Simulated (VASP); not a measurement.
# TiAl (P3m1) in VASP: notebook

Runs on TiAl. Level: PBEsol. Tasks: single point.

Program: VASP 6.6.1. These are calculated values, not measurements. Logs are shortened: lines on timing, memory, paths and dates and some standing lists are left out, and cuts for length are marked.

## 1. The cell of the first run

Symmetry: P3m1, No. 156, trigonal system. The conventional cell has a = 2.848 Å, b = 2.848 Å, c = 4.620 Å, α = 90.00°, β = 90.00°, γ = 120.00°. Ti (site symmetry 3m) has 6 Al at 2.75 to 2.92 Å and 6 Ti at 2.85 Å within 3.6 Å. Within 3.6 Å of Al (site symmetry 3m) lie 6 Ti at 2.75 to 2.92 Å and 6 Al at 2.85 Å.

## 2. Single point, PBEsol (all Ti atoms moved -0.100 Å, as atom 1 along Cartesian [0 0 1])

INCAR

```
SYSTEM = TiAl
  PREC = Accurate
  ENCUT = 500
  EDIFF = 1E-6
  ISMEAR = 0
  SIGMA = 0.15
  LREAL = .False.
  LASPH = .True.
  NELM = 120
  ALGO = Normal
  ISIF = 2
  LWAVE = .False.
  LCHARG = .False.
  GGA = PS
  NBANDS = 14
  GGA_COMPAT = .False.
```

KPOINTS

```
Automatic mesh
0
Gamma
  24 24 14
  0 0 0
```

POSCAR

```
TiAl
1.0
    2.8478212843      0.0000000000      0.0000000000
   -1.4239106421      2.4662855776      0.0000000000
    0.0000000000      0.0000000000      4.6199447408
Ti Al
1 1
Direct
    0.0000000000      0.0000000000     -0.0216452805
    0.3333333333      0.6666666667      0.5000000000
```

Potentials or basis: VASP PAW PBE potentials, release 64 (Ti_sv, Al).

The run is started by

```console
> cat potpaw_PBE.64/Ti_sv/POTCAR potpaw_PBE.64/Al/POTCAR > POTCAR
> mpirun -np 1 vasp_std > vasp.out
```

OUTCAR:

```text
SYSTEM = TiAl
   PREC = Accurate
   ENCUT = 500
   EDIFF = 1E-6
   ISMEAR = 0
   LREAL = .False.
   LASPH = .True.
   NELM = 120
   ISIF = 2
   GGA = PS

 ion  position               nearest neighbor table
   1  0.000  0.000  0.978-   2 2.75   2 2.75   2 2.75   2 2.92   2 2.92   2 2.92
   2  0.333  0.667  0.500-   1 2.75   1 2.75   1 2.75   1 2.92   1 2.92   1 2.92

  LATTYP: Found a hexagonal cell.
 ALAT       =     2.8478212843
 C/A-ratio  =     1.6222734082

  Lattice vectors:

 A1 = (   2.8478212843,   0.0000000000,   0.0000000000)
 A2 = (  -1.4239106421,   2.4662855776,   0.0000000000)
 A3 = (   0.0000000000,   0.0000000000,   4.6199447408)

Analysis of symmetry for initial positions (statically):
=====================================================================
 Subroutine PRICEL returns:
 Original cell was already a primitive cell.

 Routine SETGRP: Setting up the symmetry group for a
 hexagonal supercell.

 Subroutine GETGRP returns: Found  6 space group operations
 (whereof  6 operations were pure point group operations)
 out of a pool of 24 trial point group operations.

The static configuration has the point symmetry C_3v.

Analysis of symmetry for dynamics (positions and initial velocities):
=====================================================================
 Subroutine PRICEL returns:
 Original cell was already a primitive cell.

 Routine SETGRP: Setting up the symmetry group for a
 hexagonal supercell.

 Subroutine GETGRP returns: Found  6 space group operations
 (whereof  6 operations were pure point group operations)
 out of a pool of 24 trial point group operations.

The dynamic configuration has the point symmetry C_3v.

 Subroutine INISYM returns: Found  6 space group operations
 (whereof  6 operations are pure point group operations),
 and found     1 'primitive' translations

----------------------------------------------------------------------------------------

                                     Primitive cell

  volume of cell :      32.4484

  direct lattice vectors                    reciprocal lattice vectors
     2.847821284  0.000000000  0.000000000     0.351145630  0.202734024  0.000000000
    -1.423910642  2.466285578  0.000000000     0.000000000  0.405468048  0.000000000
     0.000000000  0.000000000  4.619944741     0.000000000  0.000000000  0.216452805

  length of vectors
     2.847821284  2.847821284  4.619944741     0.405468048  0.405468048  0.216452805

  position of ions in fractional coordinates (direct lattice)
     0.000000000  0.000000000  0.978354719
     0.333333333  0.666666667  0.500000000

  ion indices of the primitive-cell ions
   primitive index   ion index
                 1           1
                 2           2

----------------------------------------------------------------------------------------

 KPOINTS: Automatic mesh

Automatic generation of k-mesh.
 Grid dimensions read from file:
 generate k-points for:   24   24   14

 Generating k-lattice:

  Cartesian coordinates                     Fractional coordinates (reciprocal lattice)
     0.014631068  0.008447251  0.000000000     0.041666667  0.000000000  0.000000000
     0.000000000  0.016894502  0.000000000     0.000000000  0.041666667  0.000000000
     0.000000000  0.000000000  0.015460915     0.000000000  0.000000000  0.071428571

  Length of vectors
     0.016894502  0.016894502  0.015460915

  Shift w.r.t. Gamma in fractional coordinates (k-lattice)
     0.000000000  0.000000000  0.000000000

 Subroutine IBZKPT returns following result:
 ===========================================

 Found    776 irreducible k-points:

 Following reciprocal coordinates:
            Coordinates               Weight
  0.000000  0.000000  0.000000      1.000000
  0.041667  0.000000  0.000000      6.000000
  0.083333  0.000000  0.000000      6.000000
  0.125000  0.000000  0.000000      6.000000
  0.166667  0.000000  0.000000      6.000000
  0.208333  0.000000  0.000000      6.000000
[... 16 lines left out ...]
  0.416667  0.041667  0.000000     12.000000
  0.458333  0.041667  0.000000     12.000000
 [... further k-points ...]
   k-points           NKPTS =    776   k-points in BZ     NKDIM =    776   number of bands    NBANDS=     14
   number of dos      NEDOS =    301   number of ions     NIONS =      2
   total plane-waves  NPLWV =  20736
   dimension x,y,z NGX =    24 NGY =   24 NGZ =   36
   dimension x,y,z NGXF=    48 NGYF=   48 NGZF=   72
   ions per type =               1   1
   NGX,Y,Z   is equivalent  to a cutoff of  14.01, 14.01, 12.95 a.u.
   NGXF,Y,Z  is equivalent  to a cutoff of  28.02, 28.02, 25.91 a.u.
 SYSTEM =  TiAl
   PREC   = accura    normal or accurate (medium, high low for compatibility)
   ISTART =      0    job   : 0-new  1-cont  2-samecut
   ICHARG =      2    charge: 1-file 2-atom 10-const
   ISPIN  =      1    spin polarized calculation?
   LNONCOLLINEAR =      F non collinear calculations
   LSORBIT =      F    spin-orbit coupling
   LASPH  =      T    aspherical Exc in radial PAW
   ENCUT  =  500.0 eV  36.75 Ry    6.06 a.u.   5.19  5.19  8.42*2*pi/ulx,y,z
   NELM   =    120;   NELMIN=  2; NELMDL= -5     # of ELM steps
   EDIFF  = 0.1E-05   stopping-criterion for ELM
   LREAL  =      F    real-space projection
   EDIFFG = 0.1E-04   stopping-criterion for IOM
   NSW    =      0    number of steps for IOM
   IBRION =     -1    ionic relax: 0-MD 1-quasi-New 2-CG
   NFREE  =      0    steps in history (QN), initial steepest desc. (CG)
   ISIF   =      2    stress and relaxation
   ISYM   =      2    0-nonsym 1-usesym 2-fastsym
   POTIM  = 0.5000    time-step for ionic-motion
   TEBEG  =    0.0;   TEEND  =   0.0 temperature during run
   PSTRESS=    0.0 pullay stress
   NELECT =      15.0000    total number of electrons
   NUPDOWN=      -1.0000    fix difference up-down
   EMIN   =  10.00;   EMAX   =-10.00  energy-range for DOS
   EFERMI =   0.00;   METHOD = LEGACY
   ISMEAR =     0;   SIGMA  =   0.15  broadening in eV -4-tet -1-fermi 0-gaus
   EFERMI_NEDOS =   21; number of points for ismear=-14 and -15
   IALGO  =     38    algorithm
   IMIX   =      4    mixing-type and parameters
     AMIX     =   0.40;   BMIX     =  1.00
     AMIX_MAG =   1.60;   BMIX_MAG =  1.00
  volume/ion in A,a.u.               =      16.22       109.49
  Fermi-wavevector in a.u.,A,eV,Ry     =   1.265827  2.392066 21.800854  1.602318
  Thomas-Fermi vector in A             =   2.399060
   LORBIT       =      0    0 simple, 1 ext, 2 COOP (PROOUT), +10 PAW based schemes
   GGA     = PS    functional components
   LHFCALC =     F    Hartree Fock is set to
   AEXX    =    0.0000 exact exchange contribution
   IVDW    =     0    specifies the selected vdW correction
   LEPSILON=     F    determine dielectric tensor
   LRPA    =     F    only Hartree local field effects (RPA)
 non-spin polarized calculation
 Gauss-broadening in eV      SIGMA  =   0.15
  energy-cutoff  :      500.00
  volume of cell :       32.45
 maximum number of plane-waves:       839
 NGX is ok and might be reduce to    24
   NGX = 11   NGY = 11   NGZ = 17

 number of electron      15.0000001 magnetization

 Free energy of the ion-electron system (eV)
  ---------------------------------------------------
  ext. energy  EPLUGINS =         0.00000000
  ---------------------------------------------------
  free energy    TOTEN  =       -12.90892657 eV

  energy without entropy =      -12.87933288  energy(sigma->0) =      -12.89412972

 E-fermi :   8.0348     XC(G=0): -11.1406

 val. band max:        8.0344470949   @ k =   0.2083   0.1250   0.5000
 cond. band min:       8.0352978486   @ k =   0.3333   0.3333   0.2857
 fundamental gap:      0.0008507537
 Fermi energy:         8.0348033133

 k-point     1 :       0.0000    0.0000    0.0000
  band No.  band energies     occupation
      1     -48.1963      2.00000
      2     -24.6246      2.00000
      3     -24.1780      2.00000
      4     -24.1780      2.00000
      5      -0.9963      2.00000
      6       5.6949      2.00000
      7       6.2839      2.00000
      8       9.3326      0.00000
      9       9.3326      0.00000
     10      10.8586      0.00000
     11      10.8586      0.00000
     12      12.1269      0.00000
     13      21.0630      0.00000
     14      21.0630      0.00000

 k-point     2 :       0.0417    0.0000    0.0000
  band No.  band energies     occupation
      1     -48.1945      2.00000
      2     -24.6228      2.00000
      3     -24.1890      2.00000
      4     -24.1805      2.00000
      5      -0.9524      2.00000
      6       5.7421      2.00000
      7       6.2887      2.00000
      8       9.2883      0.00000
      9       9.3691      0.00000
     10      10.8459      0.00000
     11      10.8690      0.00000
     12      12.1374      0.00000
     13      20.2092      0.00000
     14      20.5544      0.00000

 k-point     3 :       0.0833    0.0000    0.0000
  band No.  band energies     occupation
      1     -48.1893      2.00000
      2     -24.6177      2.00000
      3     -24.2211      2.00000
      4     -24.1877      2.00000
      5      -0.8211      2.00000
      6       5.8790      2.00000
      7       6.3040      2.00000
      8       9.1621      0.00000
      9       9.4774      0.00000
     10      10.8087      0.00000
     11      10.9009      0.00000
     12      12.1674      0.00000
     13      18.8502      0.00000
     14      19.8467      0.00000

 k-point     4 :       0.1250    0.0000    0.0000
  band No.  band energies     occupation
      1     -48.1810      2.00000
      2     -24.6095      2.00000
      3     -24.2721      2.00000
      4     -24.1992      2.00000
      5      -0.6036      2.00000
      6       6.0850      2.00000
      7       6.3384      2.00000
      8       8.9729      0.00000
      9       9.6537      0.00000
     10      10.7501      0.00000
     11      10.9564      0.00000
     12      12.2130      0.00000
     13      17.4558      0.00000
     14      19.1780      0.00000

 k-point     5 :       0.1667    0.0000    0.0000
  band No.  band energies     occupation
      1     -48.1701      2.00000
      2     -24.5988      2.00000
      3     -24.3380      2.00000
      4     -24.2141      2.00000
      5      -0.3021      2.00000
      6       6.2629      2.00000
      7       6.4650      2.00000
      8       8.7484      0.00000
      9       9.8918      0.00000
     10      10.6751      0.00000
     11      11.0380      0.00000
[... 276 lines left out ...]
 k-point    22 :       0.3750    0.0417    0.0000
  band No.  band energies     occupation
      1     -48.1014      2.00000
      2     -24.7368      2.00000
      3     -24.5313      2.00000
      4     -24.3129      2.00000
      5       2.7298      2.00000
      6       6.3862      2.00000
      7       6.6625      2.00000
      8       7.4229      2.00000
      9      10.1378      0.00000
     10      11.4960      0.00000
     11      12.0355      0.00000
     12      12.1456      0.00000
     13      13.3018      0.00000
     14      15.8416      0.00000

 k-point    23 :       0.4167    0.0417    0.0000
  band No.  band energies     occupation
      1     -48.0945      2.00000
      2     -24.7756      2.00000
      3     -24.5245      2.00000
      4     -24.3225      2.00000
      5       3.4588      2.00000
      6       5.9809      2.00000
      7       6.5189      2.00000
      8       7.1521      2.00000
      9      10.0866      0.00000
     10      11.7392      0.00000
     11      12.2047      0.00000
     12      12.2840      0.00000
     13      13.5063      0.00000
     14      15.6667      0.00000

 k-point    24 :       0.4583    0.0417    0.0000
  band No.  band energies     occupation
      1     -48.0909      2.00000
      2     -24.7957      2.00000
      3     -24.5210      2.00000
      4     -24.3274      2.00000
      5       4.1389      2.00000
      6       5.3484      2.00000
      7       6.5101      2.00000
      8       7.0429      2.00000
      9      10.0601      0.00000
     10      11.9015      0.00000
     11      12.2658      0.00000
     12      12.3883      0.00000
     13      13.6655      0.00000
     14      15.5784      0.00000

 [... further k-points ...]

------------------------ aborting loop because EDIFF is reached ----------------------------------------

  FORCE on cell =-STRESS in cart. coord.  units (eV):
  Direction    XX          YY          ZZ          XY          YZ          ZX
  --------------------------------------------------------------------------------------
  -------------------------------------------------------------------------------------
  Total        0.0764995      0.0764995      0.1624003      0.0000000      0.0000000     -0.0000000
  in kB        3.7772544      3.7772544      8.0187100      0.0000000      0.0000000     -0.0000000
  external PRESSURE =       5.1910730 kB  Pullay stress =       0.0000000 kB

 VOLUME and BASIS-vectors are now :
 -----------------------------------------------------------------------------
  energy-cutoff  :      500.00
  volume of cell :       32.45
      direct lattice vectors                 reciprocal lattice vectors
     2.847821284  0.000000000  0.000000000     0.351145630  0.202734024  0.000000000
    -1.423910642  2.466285578  0.000000000     0.000000000  0.405468048  0.000000000
     0.000000000  0.000000000  4.619944741     0.000000000  0.000000000  0.216452805

 POSITION                                       TOTAL-FORCE (eV/Angst)
 -----------------------------------------------------------------------------------
      0.00000      0.00000      4.51994         0.000000      0.000000      0.749783
     -0.00000      1.64419      2.30997        -0.000000     -0.000000     -0.749783
 -----------------------------------------------------------------------------------
    total drift:                                0.000000     -0.000000     -0.000159

  FREE ENERGIE OF THE ION-ELECTRON SYSTEM (eV)
  ---------------------------------------------------
  free  energy   TOTEN  =       -12.9089265684 eV

  energy  without entropy=      -12.8793328753  energy(sigma->0) =      -12.89412972
```

Wall time 5.9 min (1 thread of Oxide Virtual Turin-like, shared host); peak memory 0.41 GiB.

Results:

```yaml
Free_energy: -12.9089 eV
Pressure: 0.5 GPa
Largest_force: 0.750 eV/Å
Band_gap_on_the_k_mesh: zero (an odd number of electrons rules out a gap without spin polarisation)
```

Forces in eV/Å, atoms in the order of the input:
```
Ti   0.000  0.000  0.750
Al   0.000  0.000 -0.750
```

Levels at points of the mesh, in eV from the Fermi level:
```tsv
k point	band 5	band 6	band 7	band 8	band 9	band 10
(0.00, 0.00, 0.00)	-9.03	-2.34	-1.75	1.30	1.30	2.82
(0.50, 0.00, 0.00)	-3.77	-2.86	-1.55	-1.03	2.12	4.07
(0.00, 0.00, 0.50)	-8.10	-5.31	-0.42	1.31	1.31	2.74
(0.50, 0.00, 0.50)	-3.73	-2.45	-1.84	0.58	0.99	1.91
```

Caveat: the cell differs from its parent crystal (all Ti atoms moved -0.100 Å, as atom 1 along Cartesian [0 0 1]); the PAW data sets were made with another functional, which shifts forces and pressure a little.

## 3. Single point, PBEsol (all Ti atoms moved +0.075 Å, as atom 1 along Cartesian [0 0 1])

INCAR

```
PREC = Accurate ; ENCUT = 500
EDIFF = 1E-6 ; ISMEAR = 0
SIGMA = 0.15 ; LREAL = F
LASPH = T ; NELM = 120
ALGO = Normal ; ISIF = 2
LWAVE = F ; LCHARG = T
GGA = PS ; LELF = T
LVHAR = T ; NBANDS = 14
GGA_COMPAT = F
```

KPOINTS

```
Automatic mesh
0
Gamma
  24 24 14
```

POSCAR: that of step 2 with these lines changed.

```diff
@@ -8,3 +8,3 @@
 Direct
-    0.0000000000      0.0000000000     -0.0216452805
+    0.0000000000      0.0000000000      0.0162339604
     0.3333333333      0.6666666667      0.5000000000
```

Potentials or basis: VASP PAW PBE potentials, release 64 (Ti_sv, Al).

The run is started by

```console
> cat potpaw_PBE.64/Ti_sv/POTCAR potpaw_PBE.64/Al/POTCAR > POTCAR
> mpirun -np 1 vasp_std > vasp.out
```

Wall time 6.2 min (1 thread of Oxide Virtual Turin-like, shared host); peak memory 0.41 GiB.

It converged, with:

| Item | Value |
| --- | --- |
| Free energy | -12.9253 eV |
| Pressure | 0.3 GPa |
| Largest force | 0.560 eV/Å |
| Band gap on the k mesh | zero (an odd number of electrons rules out a gap without spin polarisation) |

Forces in eV/Å, atoms in the order of the input:
```
Ti   0.000  0.000 -0.560
Al   0.000  0.000  0.560
```

Stress tensor (GPa, compression positive):
```
0.24 0.00 0.00
0.00 0.24 0.00
0.00 0.00 0.43
```

Levels at points of the mesh, in eV from the Fermi level:
```tsv
k point	band 3	band 4	band 5	band 6	band 7	band 8	band 9	band 10	band 11	band 12
(0.00, 0.00, 0.00)	-32.21	-32.21	-9.03	-2.33	-1.77	1.30	1.30	2.83	2.83	4.09
(0.50, 0.00, 0.00)	-32.56	-32.36	-3.77	-2.85	-1.56	-1.02	2.13	4.07	4.21	4.25
(0.00, 0.00, 0.50)	-32.21	-32.21	-8.10	-5.32	-0.42	1.31	1.31	2.75	2.75	6.96
(0.50, 0.00, 0.50)	-32.56	-32.36	-3.73	-2.43	-1.85	0.58	0.98	1.92	3.07	4.07
```

Caveat: the cell differs from its parent crystal (all Ti atoms moved +0.075 Å, as atom 1 along Cartesian [0 0 1]); the PAW data sets were made with another functional, which shifts forces and pressure a little.

[end of part 1 of 2]
